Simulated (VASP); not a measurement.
# LaReN3: single point with LDA

Crystal: LaReN3.

```
La Re N
1.0
     3.95489    0.00000    0.00000
     0.00000    3.95489    0.00000
     0.00000    0.00000    3.95489
La Re N
1 1 3
Direct
  0.00000 0.00000 0.00000
  0.50000 0.50000 0.50000
  0.00000 0.50000 0.50000
  0.50000 0.00000 0.50000
  0.50000 0.50000 0.00000
```

* Program: VASP 6.6.1
* Task: single point
* Functional: LDA
* Potentials or basis: VASP PAW LDA potentials, release 64 (La, Re, N)
* Cutoff: 520 eV
* k mesh: 6 × 6 × 6
* Occupations: fermi-dirac, width 0.15 eV
* Spin: no spin polarisation
* Dipole correction: no
* Further INCAR settings: ALGO = Normal; EDIFF = 1e-06; NBANDS = 24

```
Pressure : -8.3 GPa
```

Levels at points of the mesh, in eV from the Fermi level:
```
           k point  band 13  band 14  band 15  band 16  band 17  band 18  band 19  band 20
(0.00, 0.00, 0.00)    -2.38    -2.10    -2.10    -2.10    -0.49    -0.49    -0.49     1.33
(0.50, 0.00, 0.00)    -3.61    -3.08    -2.21    -1.17    -1.17     1.85     1.85     2.46
(0.50, 0.50, 0.00)    -2.53    -2.04    -2.04    -0.38     1.73     1.94     1.94     2.59
(0.50, 0.50, 0.50)    -5.66    -0.34    -0.34    -0.34     2.41     2.41     2.41     2.96
```

Run time: 47 s on 1 thread of AMD EPYC 7R43 64-Core Processor (Zen 3), with other jobs on the host, peak memory 0.15 GiB.

Caveat: spin-orbit coupling is left out, which moves the levels of the heavy elements.
